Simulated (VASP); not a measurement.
Input of a VASP 6.6.1 run:

The input INCAR:

```
PREC = Accurate
ENCUT = 600
EDIFF = 1E-7
ISMEAR = -1
SIGMA = 0.1
LREAL = False
LASPH = True
NELM = 80
ALGO = Normal
ISIF = 3
LWAVE = False
LCHARG = False
GGA = PE
IBRION = 2
NSW = 100
EDIFFG = -0.01
```

The input KPOINTS:

```
Automatic mesh
0
Gamma
  6 3 6
```

POSCAR

```
I
1.0
   -3.6820980000      0.0000000000      2.6435580000
    0.0000000000     -9.7481180000      0.0000000000
    3.6820980000      0.0000000000      2.6435580000
I
4
Direct
    0.1300000000      0.9000000000      0.1300000000
    0.6300000000      0.6000000000      0.6300000000
    0.8700000000      0.1000000000      0.8700000000
    0.3700000000      0.4000000000      0.3700000000
```

Potentials or basis: VASP PAW PBE potentials, release 64 (I).

Launch:

```bash
$ cat potpaw_PBE.64/I/POTCAR > POTCAR
$ mpirun -np 1 vasp_std > vasp.out
```

Problem. What does it give for the space group after relaxing (to 0.1 Å)?

Solution. Cmce (No. 64).

Problem. Predict the relaxed cell.

Solution. a = 5.051 Å, b = 9.801 Å, c = 5.051 Å, α = 90.00°, β = 125.30°, γ = 90.00°.

Problem. What does it give for the band gap on the k mesh?

Solution. 1.09 eV (least direct gap 1.11 eV).

Forces in eV/Å, atoms in the order of the input:
```
I    0.000  0.008  0.001
I    0.000 -0.008  0.001
I    0.000 -0.008 -0.001
I    0.000  0.008 -0.001
```

Caveat: spin-orbit coupling is left out, which moves the levels of the heavy elements; an odd mesh through Γ misses points on the zone boundary, where band edges can lie.
